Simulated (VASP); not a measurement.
# ZnS (P6_3mc) in VASP: a series of runs, part 2 of 2

VASP 6.6.1.

**5. Relaxation of cell and atoms, PBE, target pressure 2 GPa, at which the enthalpy is minimised**

This run uses another cell than the first one: it holds 4 atoms, not 48.

INCAR reads:

```
ALGO = Normal
EDIFF = 1E-6
EDIFFG = -0.008
ENCUT = 600
GGA = PE
IBRION = 2
ISIF = 3
ISMEAR = 0
LASPH = True
LCHARG = False
LREAL = False
LWAVE = False
NELM = 60
NSW = 70
PREC = Accurate
PSTRESS = 20.0
SIGMA = 0.02
```

KPOINTS reads:

```
k-points
0
Gamma
  12 12 6
```

POSCAR reads:

```
ZnS
1.0
    3.8200659803      0.0000000000      0.0000000000
   -1.9100329901      3.3082741831      0.0000000000
    0.0000000000      0.0000000000      6.2652791643
Zn S
2 2
Direct
    0.3333333333      0.6666666667      0.0002666736
    0.6666666667      0.3333333333      0.5002666736
    0.3333333333      0.6666666667      0.3747333264
    0.6666666667      0.3333333333      0.8747333264
```

Command:

```
cat potpaw_PBE.64/Zn/POTCAR potpaw_PBE.64/S/POTCAR > POTCAR
mpirun -np 1 vasp_std > vasp.out
```

Wall time 6.4 min (1 thread of Oxide Virtual Turin-like, shared host); peak memory 0.28 GiB.

Results (log left out):

* Free energy: -13.6804 eV
* Relaxed volume: 19.68 Å³/atom
* Relaxed cell: a = 3.813 Å, b = 3.813 Å, c = 6.254 Å, α = 90.00°, β = 90.00°, γ = 120.00°
* Space group after relaxing (to 0.05 Å): P6_3mc (No. 186)
* Energy change on relaxing (the enthalpy is what falls): +1.3 meV/atom
* Ionic steps: 3
* Pressure after relaxing: 2.0 GPa
* Largest force after relaxing: 0.004 eV/Å
* Band gap on the k mesh: 2.20 eV, direct

Forces on the atoms (eV/Å):
```
Zn   0.000  0.000  0.004
Zn   0.000  0.000  0.004
S    0.000  0.000 -0.004
S    0.000  0.000 -0.004
```

Step by step:
```tsv
step	energy change (eV)	largest force (eV/Å)	pressure (GPa)	volume (Å³)
1	0.0000	0.0032	1.55	79.18
2	0.0074	0.0043	2.18	78.55
3	0.0050	0.0040	2.03	78.73
```

Final structure:
```yaml
crystal:
  lattice:
    - [3.81266, 0.00000, 0.00000]
    - [-1.90633, 3.30186, 0.00000]
    - [0.00000, 0.00000, 6.25378]
  atoms:
    - { symbol: Zn, position: [0.33333, 0.66667, 0.00028] }
    - { symbol: Zn, position: [0.66667, 0.33333, 0.50028] }
    - { symbol: S, position: [0.33333, 0.66667, 0.37472] }
    - { symbol: S, position: [0.66667, 0.33333, 0.87472] }
```

Levels at points of the mesh, in eV from the valence-band top:
```csv
k point,band 15,band 16,band 17,band 18,band 19,band 20,band 21,band 22
"(0.00, 0.00, 0.00)",-0.89,-0.08,0.00,0.00,2.20,3.10,6.31,6.31
"(0.50, 0.00, 0.00)",-3.26,-2.23,-1.68,-0.88,3.67,4.25,5.12,6.92
"(0.00, 0.00, 0.50)",-0.47,-0.47,-0.47,-0.47,3.55,3.55,6.77,6.77
"(0.50, 0.00, 0.50)",-1.63,-1.63,-1.61,-1.61,3.55,3.55,5.23,5.23
```

Caveat: the cell is relaxed towards a set pressure, so the enthalpy falls and the energy may rise.

**6. Relaxation of cell and atoms, PBE, target pressure -2 GPa, at which the enthalpy is minimised**

This run uses another cell than the first one: it holds 4 atoms, not 48.

INCAR reads:

```
PREC = Accurate ; ENCUT = 600
EDIFF = 1E-7 ; ISMEAR = 0
SIGMA = 0.02 ; LREAL = False
LASPH = True ; NELM = 100
ALGO = Normal ; ISIF = 3
LWAVE = False ; LCHARG = False
GGA = PE ; IBRION = 2
NSW = 70 ; EDIFFG = -0.008
PSTRESS = -20.0
```

KPOINTS reads:

```
Automatic mesh
0
Gamma
  12 12 6
```

POSCAR reads:

```
ZnS
1.0
    3.8693554325      0.0000000000      0.0000000000
   -1.9346777162      3.3509601008      0.0000000000
    0.0000000000      0.0000000000      6.3461186523
Zn S
2 2
Direct
    0.3333333333      0.6666666667      0.0002666736
    0.6666666667      0.3333333333      0.5002666736
    0.3333333333      0.6666666667      0.3747333264
    0.6666666667      0.3333333333      0.8747333264
```

Potentials or basis: VASP PAW PBE potentials, release 64 (Zn, S).

Command:

```
cat potpaw_PBE.64/Zn/POTCAR potpaw_PBE.64/S/POTCAR > POTCAR
mpirun -np 1 vasp_std > vasp.out
```

Run time: 8.3 min. Hardware: 1 thread of Oxide Virtual Turin-like, shared host; peak memory 0.29 GiB.

Results (log left out):

- Free energy: -13.6778 eV
- Relaxed volume: 20.86 Å³/atom
- Relaxed cell: a = 3.888 Å, b = 3.888 Å, c = 6.375 Å, α = 90.00°, β = 90.00°, γ = 120.00°
- Space group after relaxing (to 0.05 Å): P6_3mc (No. 186)
- Energy change on relaxing (the enthalpy is what falls): +2.9 meV/atom
- Ionic steps: 3
- Pressure after relaxing: -2.0 GPa
- Largest force after relaxing: 0.006 eV/Å
- Band gap on the k mesh: 1.94 eV, direct

Forces in eV/Å, atoms in the order of the input:
```
Zn   0.000  0.000 -0.006
Zn   0.000  0.000 -0.006
S    0.000  0.000  0.006
S    0.000  0.000  0.006
```

Step by step:
| step | energy change (eV) | largest force (eV/Å) | pressure (GPa) | volume (Å³) |
| --- | --- | --- | --- | --- |
| 1 | 0.0000 | 0.0044 | -1.12 | 82.28 |
| 2 | 0.0138 | 0.0060 | -2.12 | 83.63 |
| 3 | 0.0114 | 0.0058 | -2.00 | 83.45 |

Final structure:
```cif
data_structure
_symmetry_space_group_name_H-M 'P 1'
_symmetry_Int_Tables_number 1
_cell_length_a 3.8877
_cell_length_b 3.8877
_cell_length_c 6.3754
_cell_angle_alpha 90.000
_cell_angle_beta 90.000
_cell_angle_gamma 120.000
_cell_volume 83.45
loop_
_atom_site_label
_atom_site_type_symbol
_atom_site_fract_x
_atom_site_fract_y
_atom_site_fract_z
_atom_site_occupancy
Zn1 Zn 0.33333 0.66667 0.00024 1
Zn2 Zn 0.66667 0.33333 0.50024 1
S1 S 0.33333 0.66667 0.37476 1
S2 S 0.66667 0.33333 0.87476 1
```

Levels at points of the mesh, in eV from the valence-band top:
| k point | band 15 | band 16 | band 17 | band 18 | band 19 | band 20 | band 21 | band 22 |
| --- | --- | --- | --- | --- | --- | --- | --- | --- |
| (0.00, 0.00, 0.00) | -0.81 | -0.07 | 0.00 | 0.00 | 1.94 | 2.99 | 6.35 | 6.35 |
| (0.50, 0.00, 0.00) | -2.99 | -2.03 | -1.52 | -0.80 | 3.70 | 4.09 | 5.16 | 6.94 |
| (0.00, 0.00, 0.50) | -0.42 | -0.42 | -0.42 | -0.42 | 3.38 | 3.38 | 6.68 | 6.68 |
| (0.50, 0.00, 0.50) | -1.49 | -1.49 | -1.46 | -1.46 | 3.52 | 3.52 | 5.26 | 5.26 |

Caveat: the cell is relaxed towards a set pressure, so the enthalpy falls and the energy may rise.

**7. Summary**

```tsv
task	cell	k mesh	cutoff (eV)	smearing	gap on the mesh (eV)	pressure (GPa)	largest force (eV/Å)
single point	a = 9.943 Å, angles 84.1°, 48 atoms	1 × 1 × 1	500	gaussian 0.01 eV	2.08	-0.2	0.01
relaxation of cell and atoms	relaxed to 10 GPa from a = 3.697, b = 3.697, c = 6.074 Å, angles 90.0, 90.0, 120.0°, 4 atoms	12 × 12 × 6	600	gaussian 0.02 eV	2.57	10.0	-
relaxation of cell and atoms	relaxed to 5 GPa from a = 3.762, b = 3.762, c = 6.174 Å, angles 90.0, 90.0, 120.0°, 4 atoms	12 × 12 × 6	600	gaussian 0.02 eV	2.36	5.0	0.01
relaxation of cell and atoms	relaxed to 2 GPa from a = 3.820, b = 3.820, c = 6.265 Å, angles 90.0, 90.0, 120.0°, 4 atoms	12 × 12 × 6	600	gaussian 0.02 eV	2.20	2.0	-
relaxation of cell and atoms	relaxed to -2 GPa from a = 3.869, b = 3.869, c = 6.346 Å, angles 90.0, 90.0, 120.0°, 4 atoms	12 × 12 × 6	600	gaussian 0.02 eV	1.94	-2.0	0.01
```

Alike in all rows: level PBE; potentials or basis VASP PAW PBE potentials, release 64 (Zn, S); no spin polarisation.

Caveats: some runs use coarse meshes; the cell is relaxed towards a set pressure, so the enthalpy falls and the energy may rise (some runs).

Absolute energies hang on the potentials; compare differences alone.
